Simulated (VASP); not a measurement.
# ZrWS3 in VASP: notebook

Runs on ZrWS3. Level: PBE. Tasks: single point, relaxation of cell and atoms.

Program: VASP 6.6.1. These are calculated values, not measurements. Logs are shortened: lines on timing, memory, paths and dates and some standing lists are left out, and cuts for length are marked.

### 1 The cell of the first run

Symmetry: P-6m2, No. 187, hexagonal system. The conventional cell has a = 3.845 Å, b = 3.845 Å, c = 7.967 Å, α = 90.00°, β = 90.00°, γ = 120.00°. Within 3.5 Å of Zr (site symmetry -6m2) lie 6 S at 2.67 Å. W (site symmetry -6m2) has 5 S at 2.22 to 2.50 Å within 2.9 Å. Within 3.3 Å of S (site symmetry 3m) lie 1 W at 2.50 Å and 3 Zr at 2.67 Å and 1 S at 2.97 Å. Within 2.9 Å of S (site symmetry -6m2) lie 3 W at 2.22 Å.

### 2 Single point, PBE

Input file INCAR:

```
SYSTEM = ZrWS3
ALGO = Normal ; EDIFF = 1E-6
ENCUT = 520 ; GGA = PE
ISIF = 2 ; ISMEAR = 0
LASPH = .True. ; LCHARG = .True.
LELF = .True. ; LREAL = .False.
LVHAR = .True. ; LWAVE = .False.
NBANDS = 30 ; NELM = 100
PREC = Accurate ; SIGMA = 0.1
```

Input file KPOINTS:

```
k-points
0
Gamma
  6 6 2
  0 0 0
```

Input file POSCAR:

```
ZrWS3
1.0
    3.8445254596      0.0000000000      0.0000000000
   -1.9222627298      3.3294567135      0.0000000000
    0.0000000000      0.0000000000      7.9668096651
Zr W S
1 1 3
Direct
    0.3333333333      0.6666666667      0.5000000000
    0.0000000000      0.0000000000      0.0000000000
    0.0000000000      0.0000000000      0.3138904264
    0.0000000000      0.0000000000      0.6861095736
    0.3333333333      0.6666666667      0.0000000000
```

Potentials or basis: VASP PAW PBE potentials, release 64 (Zr_sv, W_sv, S).

Command:

```console
> cat potpaw_PBE.64/Zr_sv/POTCAR potpaw_PBE.64/W_sv/POTCAR potpaw_PBE.64/S/POTCAR > POTCAR
> mpirun -np 1 vasp_std > vasp.out
```

OUTCAR:

```text
SYSTEM = ZrWS3
   EDIFF = 1E-6
   ENCUT = 520
   GGA = PE
   ISIF = 2
   ISMEAR = 0
   LASPH = .True.
   LREAL = .False.
   NELM = 100
   PREC = Accurate

 ion  position               nearest neighbor table
   1  0.333  0.667  0.500-   3 2.67   4 2.67   3 2.67   4 2.67   3 2.67   4 2.67
   2  0.000  0.000  0.000-   5 2.22   5 2.22   5 2.22   3 2.50   4 2.50
   3  0.000  0.000  0.314-   2 2.50   1 2.67   1 2.67   1 2.67
   4  0.000  0.000  0.686-   2 2.50   1 2.67   1 2.67   1 2.67
   5  0.333  0.667  0.000-   2 2.22   2 2.22   2 2.22

  LATTYP: Found a hexagonal cell.
 ALAT       =     3.8445254596
 C/A-ratio  =     2.0722478623

  Lattice vectors:

 A1 = (   3.8445254596,   0.0000000000,   0.0000000000)
 A2 = (  -1.9222627298,   3.3294567135,   0.0000000000)
 A3 = (   0.0000000000,   0.0000000000,   7.9668096651)

Analysis of symmetry for initial positions (statically):
=====================================================================
 Subroutine PRICEL returns:
 Original cell was already a primitive cell.

 Routine SETGRP: Setting up the symmetry group for a
 hexagonal supercell.

 Subroutine GETGRP returns: Found 12 space group operations
 (whereof 12 operations were pure point group operations)
 out of a pool of 24 trial point group operations.

The static configuration has the point symmetry D_3h.

Analysis of symmetry for dynamics (positions and initial velocities):
=====================================================================
 Subroutine PRICEL returns:
 Original cell was already a primitive cell.

 Routine SETGRP: Setting up the symmetry group for a
 hexagonal supercell.

 Subroutine GETGRP returns: Found 12 space group operations
 (whereof 12 operations were pure point group operations)
 out of a pool of 24 trial point group operations.

The dynamic configuration has the point symmetry D_3h.

 Subroutine INISYM returns: Found 12 space group operations
 (whereof 12 operations are pure point group operations),
 and found     1 'primitive' translations

----------------------------------------------------------------------------------------

                                     Primitive cell

  volume of cell :     101.9766

  direct lattice vectors                    reciprocal lattice vectors
     3.844525460  0.000000000  0.000000000     0.260110126  0.150174651  0.000000000
    -1.922262730  3.329456713  0.000000000     0.000000000  0.300349302  0.000000000
     0.000000000  0.000000000  7.966809665     0.000000000  0.000000000  0.125520760

  length of vectors
     3.844525460  3.844525460  7.966809665     0.300349302  0.300349302  0.125520760

  position of ions in fractional coordinates (direct lattice)
     0.333333333  0.666666667  0.500000000
     0.000000000  0.000000000  0.000000000
     0.000000000  0.000000000  0.313890426
     0.000000000  0.000000000  0.686109574
     0.333333333  0.666666667  0.000000000

  ion indices of the primitive-cell ions
   primitive index   ion index
                 1           1
                 2           2
                 3           3
                 4           4
                 5           5

----------------------------------------------------------------------------------------

 KPOINTS: k-points

Automatic generation of k-mesh.
 Grid dimensions read from file:
 generate k-points for:    6    6    2

 Generating k-lattice:

  Cartesian coordinates                     Fractional coordinates (reciprocal lattice)
     0.043351688  0.025029109  0.000000000     0.166666667 -0.000000000  0.000000000
     0.000000000  0.050058217  0.000000000     0.000000000  0.166666667  0.000000000
     0.000000000  0.000000000  0.062760380     0.000000000  0.000000000  0.500000000

  Length of vectors
     0.050058217  0.050058217  0.062760380

  Shift w.r.t. Gamma in fractional coordinates (k-lattice)
     0.000000000  0.000000000  0.000000000

 Subroutine IBZKPT returns following result:
 ===========================================

 Found     14 irreducible k-points:

 Following reciprocal coordinates:
            Coordinates               Weight
  0.000000  0.000000  0.000000      1.000000
  0.166667  0.000000  0.000000      6.000000
  0.333333  0.000000  0.000000      6.000000
  0.500000  0.000000  0.000000      3.000000
  0.166667  0.166667  0.000000      6.000000
  0.333333  0.166667  0.000000     12.000000
  0.333333  0.333333  0.000000      2.000000
  0.000000  0.000000  0.500000      1.000000
  0.166667  0.000000  0.500000      6.000000
  0.333333  0.000000  0.500000      6.000000
  0.500000  0.000000  0.500000      3.000000
  0.166667  0.166667  0.500000      6.000000
  0.333333  0.166667  0.500000     12.000000
  0.333333  0.333333  0.500000      2.000000
   k-points           NKPTS =     14   k-points in BZ     NKDIM =     14   number of bands    NBANDS=     30
   number of dos      NEDOS =    301   number of ions     NIONS =      5
   total plane-waves  NPLWV =  54000
[... 36 lines left out ...]
  volume/ion in A,a.u.               =      20.40       137.63
  Fermi-wavevector in a.u.,A,eV,Ry     =   1.237064  2.337712 20.821371  1.530328
  Thomas-Fermi vector in A             =   2.371647
   LORBIT       =      0    0 simple, 1 ext, 2 COOP (PROOUT), +10 PAW based schemes
   GGA     = PE    functional components
   LHFCALC =     F    Hartree Fock is set to
   AEXX    =    0.0000 exact exchange contribution
   IVDW    =     0    specifies the selected vdW correction
   LEPSILON=     F    determine dielectric tensor
   LRPA    =     F    only Hartree local field effects (RPA)
 non-spin polarized calculation
 Gauss-broadening in eV      SIGMA  =   0.10
  energy-cutoff  :      520.00
  volume of cell :      101.98
 maximum number of plane-waves:      2778
 NGX is ok and might be reduce to    30
   NGX = 15   NGY = 15   NGZ = 29

 number of electron      43.9999999 magnetization

 Free energy of the ion-electron system (eV)
  ---------------------------------------------------
  ext. energy  EPLUGINS =         0.00000000
  ---------------------------------------------------
  free energy    TOTEN  =       -37.49972854 eV

  energy without entropy =      -37.47729049  energy(sigma->0) =      -37.48850951

 E-fermi :   7.0973     XC(G=0): -10.3754

 val. band max:        7.0935391132   @ k =   0.0000   0.0000   0.0000
 cond. band min:       7.1207513682   @ k =   0.3333   0.0000   0.5000
 fundamental gap:      0.0272122550
 Fermi energy:         7.0973182392

 k-point     1 :       0.0000    0.0000    0.0000
  band No.  band energies     occupation
      1     -67.0850      2.00000
      2     -42.6249      2.00000
      3     -31.5313      2.00000
      4     -31.5313      2.00000
      5     -31.1919      2.00000
      6     -20.6637      2.00000
[... 22 lines left out ...]
     29       9.5943      0.00000
     30      11.7357      0.00000

 k-point     2 :       0.1667    0.0000    0.0000
  band No.  band energies     occupation
      1     -67.0847      2.00000
      2     -42.6224      2.00000
      3     -31.5483      2.00000
      4     -31.5350      2.00000
      5     -31.1906      2.00000
      6     -20.6552      2.00000
[... 22 lines left out ...]
     29      10.5198      0.00000
     30      10.7556      0.00000

 k-point     3 :       0.3333    0.0000    0.0000
  band No.  band energies     occupation
      1     -67.0841      2.00000
      2     -42.6175      2.00000
      3     -31.5820      2.00000
      4     -31.5424      2.00000
      5     -31.1880      2.00000
      6     -20.7001      2.00000
[... 22 lines left out ...]
     29      10.6710      0.00000
     30      10.7807      0.00000

 k-point     4 :       0.5000    0.0000    0.0000
  band No.  band energies     occupation
      1     -67.0838      2.00000
      2     -42.6151      2.00000
      3     -31.5987      2.00000
      4     -31.5461      2.00000
      5     -31.1867      2.00000
      6     -20.7396      2.00000
[... 286 lines left out ...]
     29      10.5466      0.00000
     30      11.4729      0.00000

 k-point    13 :       0.3333    0.1667    0.5000
  band No.  band energies     occupation
      1     -67.0838      2.00000
      2     -42.6151      2.00000
      3     -31.5916      2.00000
      4     -31.5534      2.00000
      5     -31.1867      2.00000
      6     -20.7205      2.00000
[... 22 lines left out ...]
     29      10.7662      0.00000
     30      12.0653      0.00000

 k-point    14 :       0.3333    0.3333    0.5000
  band No.  band energies     occupation
      1     -67.0836      2.00000
      2     -42.6139      2.00000
      3     -31.5894      2.00000
      4     -31.5658      2.00000
      5     -31.1861      2.00000
      6     -20.7085      2.00000
[... 22 lines left out ...]
     29      10.8079      0.00000
     30      12.1538      0.00000

------------------------ aborting loop because EDIFF is reached ----------------------------------------

  FORCE on cell =-STRESS in cart. coord.  units (eV):
  Direction    XX          YY          ZZ          XY          YZ          ZX
  --------------------------------------------------------------------------------------
  -------------------------------------------------------------------------------------
  Total       -0.0062367     -0.0062367      0.0603890      0.0000000      0.0000000     -0.0000000
  in kB       -0.0979864     -0.0979864      0.9487853      0.0000000      0.0000000     -0.0000000
  external PRESSURE =       0.2509375 kB  Pullay stress =       0.0000000 kB

 VOLUME and BASIS-vectors are now :
 -----------------------------------------------------------------------------
  energy-cutoff  :      520.00
  volume of cell :      101.98
      direct lattice vectors                 reciprocal lattice vectors
     3.844525460  0.000000000  0.000000000     0.260110126  0.150174651  0.000000000
    -1.922262730  3.329456713  0.000000000     0.000000000  0.300349302  0.000000000
     0.000000000  0.000000000  7.966809665     0.000000000  0.000000000  0.125520760

 POSITION                                       TOTAL-FORCE (eV/Angst)
 -----------------------------------------------------------------------------------
     -0.00000      2.21964      3.98340        -0.000000      0.000000      0.000000
      0.00000      0.00000      0.00000         0.000000      0.000000      0.000000
      0.00000      0.00000      2.50071         0.000000     -0.000000     -0.020458
      0.00000      0.00000      5.46610         0.000000     -0.000000      0.020458
     -0.00000      2.21964      0.00000        -0.000000      0.000000      0.000000
 -----------------------------------------------------------------------------------
    total drift:                               -0.000000      0.000000     -0.000000

  FREE ENERGIE OF THE ION-ELECTRON SYSTEM (eV)
  ---------------------------------------------------
  free  energy   TOTEN  =       -37.4997285420 eV

  energy  without entropy=      -37.4772904854  energy(sigma->0) =      -37.48850951
```

It took 30 s on 1 thread of AMD EPYC 9R45 (Zen 5), shared host; peak memory 0.21 GiB.

Results:

```
Free energy            : -37.4997 eV
Pressure               : 0.0 GPa
Largest force          : 0.020 eV/Å
Band gap on the k mesh : zero (band 22 reaches 7.28 eV, above the bottom of band 23 at 6.72 eV)
```

Forces in eV/Å, atoms in the order of the input:
```
Zr   0.000  0.000  0.000
W    0.000  0.000  0.000
S    0.000  0.000 -0.020
S    0.000  0.000  0.020
S    0.000  0.000  0.000
```

Stress tensor (GPa, compression positive):
```
-0.01  0.00  0.00
 0.00 -0.01  0.00
 0.00  0.00  0.09
```

Levels at points of the mesh, in eV from the Fermi level:
| k point | band 18 | band 19 | band 20 | band 21 | band 22 | band 23 | band 24 | band 25 | band 26 | band 27 |
| --- | --- | --- | --- | --- | --- | --- | --- | --- | --- | --- |
| (0.00, 0.00, 0.00) | -2.96 | -2.96 | -1.03 | 0.00 | 0.00 | 0.07 | 2.11 | 2.11 | 2.14 | 2.28 |
| (0.50, 0.00, 0.00) | -2.96 | -2.84 | -2.53 | -1.31 | -0.49 | -0.37 | 0.81 | 1.57 | 2.23 | 2.31 |
| (0.00, 0.00, 0.50) | -2.90 | -2.63 | -2.63 | -0.42 | -0.42 | 1.10 | 1.93 | 1.93 | 2.14 | 2.89 |
| (0.50, 0.00, 0.50) | -3.54 | -3.40 | -3.34 | -1.22 | -0.26 | 0.06 | 0.79 | 1.22 | 2.29 | 2.39 |

Caveat: the k points lie up to 0.39 Å⁻¹ apart; spin-orbit coupling is left out, which moves the levels of the heavy elements.

### 3 Single point, PBE

Input file INCAR:

```
ALGO = Normal ; EDIFF = 1E-7
ENCUT = 520 ; GGA = PE
ISIF = 2 ; ISMEAR = 0
LASPH = T ; LCHARG = T
LELF = T ; LREAL = F
LVHAR = T ; LWAVE = F
NBANDS = 30 ; NELM = 80
PREC = Accurate ; SIGMA = 0.1
```

Input file KPOINTS:

```
k-points
0
Gamma
  4 4 4
```

Input file POSCAR:

```
ZrWS3
1.0
    7.9824511335      0.0000000000      0.0000000000
    0.0000000000      1.9187961540      3.3236226076
    0.0000000000     -1.9187961540      3.3236226076
Zr W S
1 1 3
Direct
    0.5000000000      0.6134828065      0.6134828065
    0.0000000000      0.2801346318      0.2801346318
    0.6863422752      0.2801630751      0.2801630751
    0.3136577248      0.2801630751      0.2801630751
    0.0000000000      0.6134596314      0.6134596314
```

Potentials or basis: VASP PAW PBE potentials, release 64 (Zr_sv, W_sv, S).

Command:

```console
> cat potpaw_PBE.64/Zr_sv/POTCAR potpaw_PBE.64/W_sv/POTCAR potpaw_PBE.64/S/POTCAR > POTCAR
> mpirun -np 1 vasp_std > vasp.out
```

Wall time 42 s (1 thread of AMD EPYC 9R45 (Zen 5), shared host); peak memory 0.22 GiB.

The run converged. Its results:

* Free energy: -37.6449 eV
* Pressure: 0.1 GPa
* Largest force: 0.015 eV/Å
* Band gap on the k mesh: zero (band 22 reaches 7.22 eV, above the bottom of band 23 at 6.70 eV)

Forces on the atoms (eV/Å):
```
Zr   0.000  0.000  0.000
W    0.000  0.000 -0.001
S   -0.015  0.000  0.000
S    0.015  0.000  0.000
S    0.000  0.000  0.001
```

Stress tensor (GPa, compression positive):
```
0.15 0.00 0.00
0.00 0.02 0.00
0.00 0.00 0.02
```

Levels at points of the mesh, in eV from the Fermi level:
```tsv
k point	band 18	band 19	band 20	band 21	band 22	band 23	band 24	band 25	band 26	band 27
(0.00, 0.00, 0.00)	-2.92	-2.92	-1.02	0.06	0.06	0.07	2.11	2.11	2.25	2.30
(0.50, 0.00, 0.00)	-2.86	-2.60	-2.60	-0.35	-0.35	1.10	1.95	1.95	2.26	2.89
(0.00, 0.50, 0.00)	-2.95	-2.81	-2.54	-1.20	-0.42	-0.37	0.93	1.65	2.25	2.32
(0.50, 0.50, 0.00)	-3.52	-3.38	-3.30	-1.11	-0.19	0.05	0.91	1.30	2.32	2.40
(0.00, 0.50, 0.50)	-2.95	-2.81	-2.54	-1.20	-0.42	-0.37	0.93	1.65	2.25	2.32
(0.50, 0.50, 0.50)	-3.52	-3.38	-3.30	-1.12	-0.19	0.05	0.91	1.30	2.32	2.40
```

Caveat: the k points lie up to 0.47 Å⁻¹ apart; spin-orbit coupling is left out, which moves the levels of the heavy elements.

### 4 Relaxation of cell and atoms, PBE

Input file INCAR:

```
SYSTEM = ZrWS3
PREC = Accurate
ENCUT = 600
EDIFF = 1E-7
ISMEAR = 0
SIGMA = 0.1
LREAL = .False.
LASPH = .True.
NELM = 100
ALGO = Normal
ISIF = 3
LWAVE = .False.
LCHARG = .False.
GGA = PE
IBRION = 2
NSW = 90
EDIFFG = -0.04
```

Input file KPOINTS:

```
regular mesh
0
Gamma
  6 6 2
  0 0 0
```

Input file POSCAR:

```
ZrWS3
1.0
    3.8376659983      0.0000000000      0.0000000000
   -1.9188329991      3.3235162458      0.0000000000
    0.0000000000      0.0000000000      7.9824511335
Zr W S
1 1 3
Direct
    0.3333333333      0.6666666667      0.5000000000
    0.0000000000      0.0000000000      0.0000000000
    0.0000000000      0.0000000000      0.3136577248
    0.0000000000      0.0000000000      0.6863422752
    0.3333333333      0.6666666667      0.0000000000
```

Command:

```console
> cat potpaw_PBE.64/Zr_sv/POTCAR potpaw_PBE.64/W_sv/POTCAR potpaw_PBE.64/S/POTCAR > POTCAR
> mpirun -np 1 vasp_std > vasp.out
```

It took 64 s on 1 thread of AMD EPYC 9R45 (Zen 5), shared host; peak memory 0.25 GiB.

Results (log left out):

| Property | Result |
| --- | --- |
| Free energy | -37.5005 eV |
| Relaxed volume | 20.42 Å³/atom |
| Relaxed cell | a = 3.844 Å, b = 3.844 Å, c = 7.978 Å, α = 90.00°, β = 90.00°, γ = 120.00° |
| Space group after relaxing (to 0.05 Å) | P-6m2 (No. 187) |
| Energy gained by relaxing | 0.1 meV/atom |
| Ionic steps | 3 |
| Pressure after relaxing | -0.1 GPa |
| Largest force after relaxing | 0.010 eV/Å |
| Band gap on the k mesh | zero (band 22 reaches 7.26 eV, above the bottom of band 23 at 6.71 eV) |

Forces on the atoms (eV/Å):
```
Zr   0.000  0.000  0.000
W    0.000  0.000  0.000
S    0.000  0.000  0.010
S    0.000  0.000 -0.010
S    0.000  0.000  0.000
```

Stress tensor (GPa, compression positive):
```
-0.02  0.00  0.00
 0.00 -0.02  0.00
 0.00  0.00 -0.18
```

The path:
| step | energy change (eV) | largest force (eV/Å) | pressure (GPa) | volume (Å³) |
| --- | --- | --- | --- | --- |
| 1 | 0.0000 | 0.0105 | 0.29 | 101.81 |
| 2 | -0.0001 | 0.0283 | -0.41 | 102.36 |
| 3 | -0.0006 | 0.0097 | -0.08 | 102.09 |

Final structure:
```
Zr W S
1.0
     3.84406    0.00000    0.00000
    -1.92203    3.32905    0.00000
     0.00000    0.00000    7.97800
Zr W S
1 1 3
Direct
  0.33333 0.66667 0.50000
  0.00000 0.00000 0.00000
  0.00000 0.00000 0.31362
  0.00000 0.00000 0.68637
  0.33333 0.66667 0.00000
```

Levels at points of the mesh, in eV from the Fermi level:
```tsv
k point	band 18	band 19	band 20	band 21	band 22	band 23	band 24	band 25	band 26
(0.00, 0.00, 0.00)	-2.94	-2.94	-1.04	0.00	0.00	0.06	2.10	2.10	2.14
(0.50, 0.00, 0.00)	-2.96	-2.83	-2.54	-1.31	-0.49	-0.37	0.81	1.57	2.24
(0.00, 0.00, 0.50)	-2.90	-2.61	-2.61	-0.42	-0.42	1.09	1.94	1.94	2.14
(0.50, 0.00, 0.50)	-3.54	-3.39	-3.33	-1.22	-0.25	0.06	0.79	1.22	2.30
```

Caveat: the k points lie up to 0.39 Å⁻¹ apart in the final cell; spin-orbit coupling is left out, which moves the levels of the heavy elements.

### 5 Overview

```tsv
task	cell	k mesh	cutoff (eV)	gap on the mesh (eV)	pressure (GPa)	largest force (eV/Å)
single point	a = 3.845, b = 3.845, c = 7.967 Å, angles 90.0, 90.0, 120.0°, 5 atoms	6 × 6 × 2	520	none	0.0	0.02
single point	a = 7.982, b = 3.838, c = 3.838 Å, angles 60.0, 90.0, 90.0°, 5 atoms	4 × 4 × 4	520	none	0.1	0.02
relaxation of cell and atoms	relaxed from a = 3.838, b = 3.838, c = 7.982 Å, angles 90.0, 90.0, 120.0°, 5 atoms	6 × 6 × 2	600	none	-0.1	0.01
```

Alike in all rows: level PBE; potentials or basis VASP PAW PBE potentials, release 64 (Zr_sv, W_sv, S); no spin polarisation; smearing gaussian 0.1 eV.

Caveats: all runs use coarse meshes; spin-orbit coupling is left out, which moves the levels of the heavy elements.

Total energies depend on the potentials used, so only differences within one code and one set of settings carry meaning.
